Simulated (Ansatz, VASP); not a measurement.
## Two plane-wave programs on Mg2Cl3

```
Mg Cl
1.0
     4.85785    2.80468    2.81499
    -4.85785    2.80468    2.81499
     0.00000   -5.60937    2.81499
Mg Cl
4 6
Direct
  0.50000 0.50000 0.00000
  0.00000 0.50000 0.50000
  0.50000 0.00000 0.50000
  0.00000 0.00000 0.00000
  0.22633 0.62429 0.22633
  0.22633 0.22633 0.62429
  0.62429 0.22633 0.22633
  0.77367 0.37571 0.77367
  0.37571 0.77367 0.77367
  0.77367 0.77367 0.37571
```

Alike in both runs: functional PBE; k mesh 6 × 6 × 6; occupations gaussian, width 0.02 eV; no spin polarisation.

Ansatz relaxed the structure, and its values are those at the end. VASP's run is a single point on that final structure, the one shown.

|  | VASP | Ansatz |
| --- | --- | --- |
| version | VASP 6.6.1 | Ansatz 0.2.0 |
| potentials or method | VASP PAW PBE potentials, release 64 (Mg, Cl), cutoff 520 eV | scalar-relativistic, plane waves, PAW |
| valence electrons in the cell | 50 | 82 |

VASP gave:

| Property | Result |
| --- | --- |
| gap on the k mesh at the Fermi level (eV) | 0.47 |
| least direct gap on the mesh (eV) | 1.28 |
| pressure (GPa) | -0.2 |
| rms of the force components (eV/Å) | 0.003 |

What did Ansatz give for the same quantities?

gap on the k mesh at the Fermi level (eV): 0.48; least direct gap on the mesh (eV): 1.29; pressure (GPa): 0.0; rms of the force components (eV/Å): 0.001.

VASP's potentials hold 50 valence electrons a cell and Ansatz's 82, so a difference there can come from the potentials and not from the codes.
